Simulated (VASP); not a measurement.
Write the native input for VASP 6.6.1 that does the following.

| Quantity | Value |
| --- | --- |
| Task | single point |
| Functional | PBE |
| Potentials or basis | VASP PAW PBE potentials, release 64 (Ta_pv) |
| Cutoff | 520 eV |
| k mesh | 10 × 10 × 10 |
| Occupations | fermi-dirac, width 0.1 eV |
| Spin | no spin polarisation |
| Dipole correction | no |
| Further INCAR settings | ALGO = Normal; EDIFF = 1e-06; NBANDS = 18 |

The structure of Ta lies in POSCAR:

```
Ta
1.0
    0.0000000000      3.1704901646      3.1704901646
    3.1704901646      0.0000000000      3.1704901646
    3.1704901646      3.1704901646      0.0000000000
Ta
2
Direct
    0.1250000000      0.1250000000      0.1250000000
    0.8750000000      0.8750000000      0.8750000000
```

This isn't the form of Ta at room conditions, which is bcc.

These files were run (other wordings do the same):

INCAR

```
PREC     = Accurate       # precision mode
ENCUT    = 520            # plane-wave cutoff, eV
EDIFF    = 1E-6           # SCF threshold, eV
ISMEAR   = -1             # smearing method
SIGMA    = 0.1            # smearing width, eV
LREAL    = False          # projectors in reciprocal space
LASPH    = True           # aspherical terms in the spheres
NELM     = 60             # most SCF steps
ALGO     = Normal         # electronic algorithm
ISIF     = 2              # what is computed and relaxed
LWAVE    = False          # write WAVECAR
LCHARG   = False          # write CHGCAR
GGA      = PE             # functional
NBANDS   = 18             # bands
```

KPOINTS

```
Automatic mesh
0
Gamma
  10 10 10
```

Potentials or basis: VASP PAW PBE potentials, release 64 (Ta_pv).

Run with:

```sh
$ cat potpaw_PBE.64/Ta_pv/POTCAR > POTCAR
$ mpirun -np 1 vasp_std > vasp.out
```

Results of the run:

| Quantity | Value |
| --- | --- |
| Pressure | -6.5 GPa |
| Band gap on the k mesh | zero (bands 11 and 12 overlap by 0.72 eV) |

Caveat: the cell stands under tension; spin-orbit coupling is left out, which moves the levels of the heavy elements.

It took 49 s on 1 thread of Intel(R) Xeon(R) Platinum 8259CL CPU @ 2.50GHz (Skylake/Cascade Lake) (shared host), peak memory 0.22 GiB.
